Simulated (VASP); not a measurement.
## Tm: single point with PBE

Tm:

```
Tm
1.0
    -1.97055    1.97055    1.97055
     1.97055   -1.97055    1.97055
     1.97055    1.97055   -1.97055
Tm
1
Direct
  0.00000 0.00000 0.00000
```

This isn't the form of Tm at room conditions, which is hcp.

```json
{"Program": "VASP 6.6.1", "Task": "single point", "Functional": "PBE", "Potentials or basis": "VASP PAW PBE potentials, release 64 (Tm)", "Cutoff": "600 eV", "k mesh": "9 × 9 × 9", "Occupations": "fermi-dirac, width 0.1 eV", "Spin": "collinear spin, ferromagnetic start", "Starting moments": "[2.6] μB"}
```

```
Pressure                                              : 3.6 GPa
Net moment                                            : 1.16 μB per cell
Site moments                                          : Tm +1.23 μB
Valence electrons inside the program's atomic spheres : Tm 21.07
```

Levels at points of the mesh, in eV from the Fermi level:
Spin up:
```tsv
k point	band 10	band 11	band 12	band 13	band 14	band 15
(0.00, 0.00, 0.00)	-1.05	-1.05	-1.02	2.86	2.86	2.86
```
Spin down:
| k point | band 8 | band 9 | band 10 | band 11 | band 12 | band 13 | band 14 | band 15 | band 16 | band 17 |
| --- | --- | --- | --- | --- | --- | --- | --- | --- | --- | --- |
| (0.00, 0.00, 0.00) | -0.32 | -0.32 | -0.16 | -0.16 | -0.16 | 2.92 | 2.92 | 2.92 | 5.11 | 5.11 |

Run time: 4.3 min on 1 thread of Intel(R) Xeon(R) Platinum 8375C CPU @ 2.90GHz (Ice Lake), with other jobs on the host, peak memory 0.21 GiB.

Caveat: the magnetic or orbital state may not be the lowest; the cell stands under pressure; spin-orbit coupling is left out, which moves the levels of the heavy elements; semilocal functionals describe open f shells poorly, which spoils levels, moments and volumes. The state reached can hang on the start; a lower one may exist.
